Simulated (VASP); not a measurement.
# CdS (F-43m) in VASP: notebook

The runs below take CdS through single point, relaxation of cell and atoms, with PBEsol.

Everything below comes from runs of VASP 6.6.1. Logs are shortened: lines on timing, memory, paths and dates and some standing lists are left out, and cuts for length are marked.

### Step 1. The cell of the first run

It takes space group F-43m (No. 216, cubic). The conventional cell has a = 5.766 Å, b = 5.766 Å, c = 5.766 Å, α = 90.00°, β = 90.00°, γ = 90.00°. Cd (site symmetry -43m) has 4 S at 2.50 Å within 3.3 Å. Within 3.3 Å of S (site symmetry -43m) lie 4 Cd at 2.50 Å.

### Step 2. Single point, PBEsol

INCAR reads:

```
PREC = Accurate
ENCUT = 520
EDIFF = 1E-7
ISMEAR = 0
SIGMA = 0.01
LREAL = F
LASPH = T
NELM = 100
ALGO = Normal
ISIF = 2
LWAVE = F
LCHARG = F
GGA = PS
NBANDS = 16
```

KPOINTS reads:

```
Automatic mesh
0
Gamma
  8 8 8
```

POSCAR reads:

```
CdS
1.0
    2.8829038609      2.8829038609      0.0000000000
   -2.8829038609      2.8829038609      0.0000000000
    0.0000000000      2.8829038609      2.8829038609
Cd S
1 1
Direct
    0.0000000000      0.0000000000      0.0000000000
    0.7500000000      0.2500000000      0.5000000000
```

Potentials or basis: VASP PAW PBE potentials, release 64 (Cd, S).

Started as:

```
> cat potpaw_PBE.64/Cd/POTCAR potpaw_PBE.64/S/POTCAR > POTCAR
> mpirun -np 1 vasp_std > vasp.out
```

OUTCAR:

```text
PREC = Accurate
   ENCUT = 520
   EDIFF = 1E-7
   ISMEAR = 0
   LREAL = F
   LASPH = T
   NELM = 100
   ISIF = 2
   GGA = PS

 ion  position               nearest neighbor table
   1  0.000  0.000  0.000-   2 2.50   2 2.50   2 2.50   2 2.50
   2  0.750  0.250  0.500-   1 2.50   1 2.50   1 2.50   1 2.50

  LATTYP: Found a face centered cubic cell.
 ALAT       =     5.7658077218

  Lattice vectors:

 A1 = (   0.0000000000,   2.8829038609,   2.8829038609)
 A2 = (   2.8829038609,   0.0000000000,   2.8829038609)
 A3 = (   2.8829038609,   2.8829038609,   0.0000000000)

Analysis of symmetry for initial positions (statically):
=====================================================================
 Subroutine PRICEL returns:
 Original cell was already a primitive cell.

 Routine SETGRP: Setting up the symmetry group for a
 face centered cubic supercell.

 Subroutine GETGRP returns: Found 24 space group operations
 (whereof 24 operations were pure point group operations)
 out of a pool of 48 trial point group operations.

The static configuration has the point symmetry T_d .

Analysis of symmetry for dynamics (positions and initial velocities):
=====================================================================
 Subroutine PRICEL returns:
 Original cell was already a primitive cell.

 Routine SETGRP: Setting up the symmetry group for a
 face centered cubic supercell.

 Subroutine GETGRP returns: Found 24 space group operations
 (whereof 24 operations were pure point group operations)
 out of a pool of 48 trial point group operations.

The dynamic configuration has the point symmetry T_d .

 Subroutine INISYM returns: Found 24 space group operations
 (whereof 24 operations are pure point group operations),
 and found     1 'primitive' translations

----------------------------------------------------------------------------------------

                                     Primitive cell

  volume of cell :      47.9204

  direct lattice vectors                    reciprocal lattice vectors
     2.882903861  2.882903861  0.000000000     0.173436238  0.173436238 -0.173436238
    -2.882903861  2.882903861  0.000000000    -0.173436238  0.173436238 -0.173436238
     0.000000000  2.882903861  2.882903861     0.000000000  0.000000000  0.346872476

  length of vectors
     4.077041739  4.077041739  4.077041739     0.300400376  0.300400376  0.346872476

  position of ions in fractional coordinates (direct lattice)
     0.000000000  0.000000000  0.000000000
     0.750000000  0.250000000  0.500000000

[... 76 lines left out ...]
   EDIFF  = 0.1E-06   stopping-criterion for ELM
   LREAL  =      F    real-space projection
   EDIFFG = 0.1E-05   stopping-criterion for IOM
   NSW    =      0    number of steps for IOM
   IBRION =     -1    ionic relax: 0-MD 1-quasi-New 2-CG
   NFREE  =      0    steps in history (QN), initial steepest desc. (CG)
   ISIF   =      2    stress and relaxation
   ISYM   =      2    0-nonsym 1-usesym 2-fastsym
   POTIM  = 0.5000    time-step for ionic-motion
   TEBEG  =    0.0;   TEEND  =   0.0 temperature during run
   PSTRESS=    0.0 pullay stress
   NELECT =      18.0000    total number of electrons
   NUPDOWN=      -1.0000    fix difference up-down
   EMIN   =  10.00;   EMAX   =-10.00  energy-range for DOS
   EFERMI =   0.00;   METHOD = LEGACY
   ISMEAR =     0;   SIGMA  =   0.01  broadening in eV -4-tet -1-fermi 0-gaus
   EFERMI_NEDOS =   21; number of points for ismear=-14 and -15
   IALGO  =     38    algorithm
   IMIX   =      4    mixing-type and parameters
     AMIX     =   0.40;   BMIX     =  1.00
     AMIX_MAG =   1.60;   BMIX_MAG =  1.00
  volume/ion in A,a.u.               =      23.96       161.69
  Fermi-wavevector in a.u.,A,eV,Ry     =   1.181206  2.232155 18.983484  1.395247
  Thomas-Fermi vector in A             =   2.317483
   LORBIT       =      0    0 simple, 1 ext, 2 COOP (PROOUT), +10 PAW based schemes
   GGA     = PS    functional components
   LHFCALC =     F    Hartree Fock is set to
   AEXX    =    0.0000 exact exchange contribution
   IVDW    =     0    specifies the selected vdW correction
   LEPSILON=     F    determine dielectric tensor
   LRPA    =     F    only Hartree local field effects (RPA)
 non-spin polarized calculation
 Gauss-broadening in eV      SIGMA  =   0.01
  energy-cutoff  :      520.00
  volume of cell :       47.92
 maximum number of plane-waves:      1308
   NGX = 15   NGY = 15   NGZ = 15

 number of electron      18.0000008 magnetization

 Free energy of the ion-electron system (eV)
  ---------------------------------------------------
  ext. energy  EPLUGINS =         0.00000000
  ---------------------------------------------------
  free energy    TOTEN  =        -6.80002823 eV

  energy without entropy =       -6.80002823  energy(sigma->0) =       -6.80002823

 E-fermi :   1.6402     XC(G=0):  -9.5426

 val. band max:        1.5188030188   @ k =   0.0000   0.0000   0.0000
 cond. band min:       2.5984042436   @ k =   0.0000   0.0000   0.0000
 fundamental gap:      1.0796012248
 Fermi energy:         1.6402363124

 k-point     1 :       0.0000    0.0000    0.0000
  band No.  band energies     occupation
      1     -11.0892      2.00000
      2      -6.3492      2.00000
      3      -6.3492      2.00000
      4      -6.3492      2.00000
      5      -5.8114      2.00000
      6      -5.8114      2.00000
[... 433 lines left out ...]
      3      -6.1254      2.00000
      4      -5.8442      2.00000
      5      -5.7825      2.00000
      6      -5.2716      2.00000
[... 8 lines left out ...]
     15      13.7938      0.00000
     16      14.7518      0.00000

 [... further k-points ...]

------------------------ aborting loop because EDIFF is reached ----------------------------------------

  FORCE on cell =-STRESS in cart. coord.  units (eV):
  Direction    XX          YY          ZZ          XY          YZ          ZX
  --------------------------------------------------------------------------------------
  -------------------------------------------------------------------------------------
  Total        0.7333067      0.7333067      0.7333067     -0.0000000     -0.0000000      0.0000000
  in kB       24.5174762     24.5174762     24.5174762     -0.0000000     -0.0000000      0.0000000
  external PRESSURE =      24.5174762 kB  Pullay stress =       0.0000000 kB

 VOLUME and BASIS-vectors are now :
 -----------------------------------------------------------------------------
  energy-cutoff  :      520.00
  volume of cell :       47.92
      direct lattice vectors                 reciprocal lattice vectors
     2.882903861  2.882903861  0.000000000     0.173436238  0.173436238 -0.173436238
    -2.882903861  2.882903861  0.000000000    -0.173436238  0.173436238 -0.173436238
     0.000000000  2.882903861  2.882903861     0.000000000  0.000000000  0.346872476

 POSITION                                       TOTAL-FORCE (eV/Angst)
 -----------------------------------------------------------------------------------
      0.00000      0.00000      0.00000        -0.000000      0.000000      0.000000
      1.44145      4.32436      1.44145         0.000000      0.000000      0.000000
 -----------------------------------------------------------------------------------
    total drift:                                0.000000     -0.000000     -0.000000

  FREE ENERGIE OF THE ION-ELECTRON SYSTEM (eV)
  ---------------------------------------------------
  free  energy   TOTEN  =        -6.8000282342 eV

  energy  without entropy=       -6.8000282342  energy(sigma->0) =       -6.80002823
```

OSZICAR:

```text
N       E                     dE             d eps       ncg     rms          rms(c)
DAV:   1     0.107768296954E+03    0.10777E+03   -0.90916E+03   944   0.104E+03
DAV:   2    -0.316596311964E+01   -0.11093E+03   -0.10397E+03  1144   0.252E+02
DAV:   3    -0.727333984611E+01   -0.41074E+01   -0.41009E+01  1136   0.509E+01
DAV:   4    -0.729828183643E+01   -0.24942E-01   -0.24940E-01  1232   0.392E+00
DAV:   5    -0.729860203005E+01   -0.32019E-03   -0.32019E-03  1096   0.416E-01    0.845E+00
DAV:   6    -0.682349344594E+01    0.47511E+00   -0.77889E-01  1368   0.125E+01    0.671E+00
DAV:   7    -0.680247137925E+01    0.21022E-01   -0.17319E-01  1192   0.297E+00    0.311E+00
DAV:   8    -0.680021985612E+01    0.22515E-02   -0.18294E-02  1072   0.173E+00    0.277E-01
DAV:   9    -0.679996532200E+01    0.25453E-03   -0.21557E-03  1144   0.725E-01    0.496E-02
DAV:  10    -0.679999228120E+01   -0.26959E-04   -0.19761E-04  1112   0.172E-01    0.548E-02
DAV:  11    -0.680003008484E+01   -0.37804E-04   -0.63030E-05  1120   0.726E-02    0.195E-02
DAV:  12    -0.680002786291E+01    0.22219E-05   -0.11685E-05  1176   0.425E-02    0.856E-03
DAV:  13    -0.680002835580E+01   -0.49290E-06   -0.18201E-06  1048   0.869E-03    0.694E-03
DAV:  14    -0.680002825065E+01    0.10516E-06   -0.97523E-08  1008   0.187E-03    0.221E-03
DAV:  15    -0.680002823424E+01    0.16401E-07   -0.13496E-08   552   0.817E-04
   1 F= -.68000282E+01 E0= -.68000282E+01  d E =-.300555E-68
```

stdout:

```text
POSCAR found type information on POSCAR CdS
 POSCAR found :  2 types and       2 ions
 scaLAPACK will be used
 -----------------------------------------------------------------------------
|                                                                             |
|                                                                             |
|     You enforced a specific xc type in the INCAR file but a different       |
|     I HOPE YOU KNOW WHAT YOU ARE DOING!                                     |
|                                                                             |
 -----------------------------------------------------------------------------

 LDA part: xc-table for (Slater+PW92), standard interpolation
 POSCAR, INCAR and KPOINTS ok, starting setup
 FFT: planning ... GRIDC
 FFT: planning ... GRID_SOFT
 FFT: planning ... GRID
 WAVECAR not read
 entering main loop
```

Wall time 28 s (1 thread of Intel Xeon 8259CL, shared host); peak memory 0.17 GiB.

Results:

| Item | Value |
| --- | --- |
| Free energy | -6.8000 eV |
| Pressure | 2.5 GPa |
| Band gap on the k mesh | 1.08 eV |

Caveat: the PAW data sets were made with another functional, which shifts forces and pressure a little.

### Step 3. Single point, PBEsol

This run uses another cell than the first one, of 25.58 Å³/atom.

INCAR reads:

```
ALGO = Normal ; EDIFF = 1E-6
ENCUT = 520 ; GGA = PS
ISIF = 2 ; ISMEAR = 0
LASPH = True ; LCHARG = False
LREAL = False ; LWAVE = False
NBANDS = 16 ; NELM = 80
PREC = Accurate ; SIGMA = 0.01
```

KPOINTS reads:

```
k-points
0
Gamma
  8 8 8
```

POSCAR reads:

```
CdS
1.0
    2.9464493508      2.9464493508      0.0000000000
   -2.9464493508      2.9464493508      0.0000000000
    0.0000000000      2.9464493508      2.9464493508
Cd S
1 1
Direct
    0.0000000000      0.0000000000      0.0000000000
    0.7500000000      0.2500000000      0.5000000000
```

Potentials or basis: VASP PAW PBE potentials, release 64 (Cd, S).

Started as:

```
> cat potpaw_PBE.64/Cd/POTCAR potpaw_PBE.64/S/POTCAR > POTCAR
> mpirun -np 1 vasp_std > vasp.out
```

Wall time 25 s (1 thread of Intel Xeon 8259CL, shared host); peak memory 0.18 GiB.

The run converged. Its results:

```yaml
Free_energy: -6.8062 eV
Pressure: -1.7 GPa
Band_gap_on_the_k_mesh: 0.94 eV
```

Levels at points of the mesh, in eV from the valence-band top:
| k point | band 5 | band 6 | band 7 | band 8 | band 9 | band 10 | band 11 | band 12 | band 13 | band 14 |
| --- | --- | --- | --- | --- | --- | --- | --- | --- | --- | --- |
| (0.00, 0.00, 0.00) | -7.17 | -7.17 | 0.00 | 0.00 | 0.00 | 0.94 | 6.45 | 6.45 | 6.45 | 11.04 |
| (0.50, 0.00, 0.00) | -7.14 | -6.82 | -4.30 | -0.72 | -0.72 | 2.85 | 6.91 | 6.91 | 7.24 | 10.78 |
| (0.50, 0.50, 0.00) | -7.09 | -6.76 | -3.88 | -1.81 | -1.81 | 3.44 | 4.21 | 8.95 | 10.49 | 10.49 |

Caveat: the PAW data sets were made with another functional, which shifts forces and pressure a little.

### Step 4. Relaxation of cell and atoms, PBEsol, target pressure -2 GPa, at which the enthalpy is minimised

This run uses another cell than the first one, of 24.70 Å³/atom.

INCAR reads:

```
SYSTEM = CdS
ALGO = Normal
EDIFF = 1E-6
EDIFFG = -0.002
ENCUT = 600
GGA = PS
IBRION = 2
ISIF = 3
ISMEAR = 0
LASPH = .True.
LCHARG = .False.
LREAL = .False.
LWAVE = .False.
NELM = 60
NSW = 100
PREC = Accurate
PSTRESS = -20.0
SIGMA = 0.01
```

KPOINTS reads:

```
k-points
0
Gamma
  8 8 8
  0 0 0
```

POSCAR reads:

```
CdS
1.0
    2.9122860629      2.9122860629      0.0000000000
   -2.9122860629      2.9122860629      0.0000000000
    0.0000000000      2.9122860629      2.9122860629
Cd S
1 1
Direct
    0.0000000000      0.0000000000      0.0000000000
    0.7500000000      0.2500000000      0.5000000000
```

Started as:

```
> cat potpaw_PBE.64/Cd/POTCAR potpaw_PBE.64/S/POTCAR > POTCAR
> mpirun -np 1 vasp_std > vasp.out
```

Wall time 87 s (1 thread of Intel Xeon 8259CL, shared host); peak memory 0.23 GiB.

Results (log left out):

* Free energy: -6.8022 eV
* Relaxed volume: 25.73 Å³/atom
* Relaxed cell: a = 4.175 Å, b = 4.175 Å, c = 4.175 Å, α = 60.00°, β = 60.00°, γ = 90.00°
* Space group after relaxing (to 0.1 Å): F-43m (No. 216)
* Energy change on relaxing (the run minimises the enthalpy): +5.5 meV/atom
* Ionic steps: 5
* Pressure after relaxing: -2.0 GPa
* Band gap on the k mesh: 0.93 eV

The path:
```tsv
step	energy change (eV)	largest force (eV/Å)	pressure (GPa)	volume (Å³)
1	0.0000	0.0000	0.36	49.40
2	0.0194	0.0000	-2.56	52.05
3	0.0112	0.0000	-1.97	51.47
4	0.0117	0.0000	-2.04	51.51
5	0.0111	0.0000	-2.01	51.46
```

Final structure:
```
Cd S
1.0
     2.95224    2.95224    0.00000
    -2.95224    2.95224    0.00000
     0.00000    2.95224    2.95224
Cd S
1 1
Cartesian
  0.0000 0.0000 0.0000
  1.4761 4.4284 1.4761
```

Levels at points of the mesh, in eV from the valence-band top:
```
           k point  band 7  band 8  band 9  band 10  band 11  band 12
(0.00, 0.00, 0.00)    0.00    0.00    0.00     0.93     6.45     6.45
(0.50, 0.00, 0.00)   -4.26   -0.71   -0.71     2.84     6.91     6.91
(0.50, 0.50, 0.00)   -3.86   -1.79   -1.79     3.45     4.20     8.93
```

Caveat: the cell is relaxed towards a set pressure, so the run minimises the enthalpy, not the energy; the PAW data sets were made with another functional, which shifts forces and pressure a little. Zero-point motion and thermal expansion aren't in these numbers.

### Step 5. The runs side by side

```tsv
task	cell	cutoff (eV)	gap on the mesh (eV)	pressure (GPa)
single point	a = 4.077 Å, angles 60.0, 60.0, 90.0°, 2 atoms	520	1.08	2.5
single point	a = 4.167 Å, angles 60.0, 60.0, 90.0°, 2 atoms	520	0.94	-1.7
relaxation of cell and atoms	relaxed to -2 GPa from a = 4.119 Å, angles 60.0, 60.0, 90.0°, 2 atoms	600	0.93	-2.0
```

Alike in all rows: level PBEsol; potentials or basis VASP PAW PBE potentials, release 64 (Cd, S); no spin polarisation; k mesh 8 × 8 × 8; smearing gaussian 0.01 eV.

Caveats: the PAW data sets were made with another functional, which shifts forces and pressure a little; the cell is relaxed towards a set pressure, so the run minimises the enthalpy, not the energy (at least some runs).

Absolute energies hang on the potentials; compare differences alone.
